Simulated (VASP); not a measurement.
A run of VASP 6.6.1 is set up as follows.

File INCAR:

```
SYSTEM = CuO
PREC     = Accurate       ! precision mode
ENCUT    = 520            ! plane-wave cutoff, eV
EDIFF    = 1E-8           ! SCF threshold, eV
ISMEAR   = -1             ! smearing method
SIGMA    = 0.05           ! smearing width, eV
LREAL    = .False.        ! projectors in reciprocal space
LASPH    = .True.         ! aspherical terms in the spheres
NELM     = 80             ! most SCF steps
ALGO     = Normal         ! electronic algorithm
ISIF     = 2              ! what is computed and relaxed
LWAVE    = .False.        ! write WAVECAR
LCHARG   = .False.        ! write CHGCAR
GGA      = PS             ! functional
IBRION   = 8              ! ionic algorithm
NSW      = 1              ! ionic steps
```

The input KPOINTS:

```
regular mesh
0
Gamma
  8 8 6
  0 0 0
```

The input POSCAR:

```
CuO
1.0
    2.8795009639      0.0000000000      0.0000000000
    0.0390727580      2.8792794796      0.0000000000
    0.0174953863      0.0172449008      5.1763391994
Cu O
2 2
Direct
    0.0000000000      0.5000000000      0.0000000000
    0.5000000000      0.0000000000      0.5000000000
    0.9984239700      0.0016717800      0.7498871000
    0.0015760300      0.9983282200      0.2501129000
```

Potentials or basis: VASP PAW PBE potentials, release 64 (Cu, O).

Command:

```sh
$ cat potpaw_PBE.64/Cu/POTCAR potpaw_PBE.64/O/POTCAR > POTCAR
$ mpirun -np 1 vasp_std > vasp.out
```

Q: Estimate the highest phonon frequency at Γ, LO-TO splitting left out.

A: 527 cm⁻¹.

Phonon frequencies in cm⁻¹ (negative: imaginary):
| q point | frequencies |
| --- | --- |
| (0.000, 0.000, 0.000) | 0 0 0 172 173 294 306 308 468 471 514 527 |

Caveat: the cell stands under pressure or tension, which shifts response properties.
